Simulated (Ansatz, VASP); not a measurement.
AlN: VASP beside Ansatz

```
CELL_PARAMETERS angstrom
3.11300 0.00000 0.00000
-1.55650 2.69594 0.00000
0.00000 0.00000 4.98100
ATOMIC_POSITIONS crystal
Al 0.33333 0.66667 0.00000
Al 0.66667 0.33333 0.50000
N 0.33333 0.66667 0.38000
N 0.66667 0.33333 0.88000
```

Alike in both runs: task single point; functional PBEsol; k mesh 12 × 12 × 4; no spin polarisation.

|  | VASP | Ansatz |
| --- | --- | --- |
| version | VASP 6.6.1 | Ansatz 0.2.0 |
| potentials or method | VASP PAW PBE potentials, release 64 (Al, N) | plane waves, PAW |
| plane-wave cutoff (eV) | 520 | 420 |
| occupations | gaussian, width 0.01 eV | fixed |
| valence electrons in the cell | 16 | 16 |

```tsv
	VASP	Ansatz	Ansatz less VASP
gap on the k mesh at the Fermi level (eV)	4.15	4.13	-0.017
```

VASP's potentials were made for PBE, not for PBEsol.
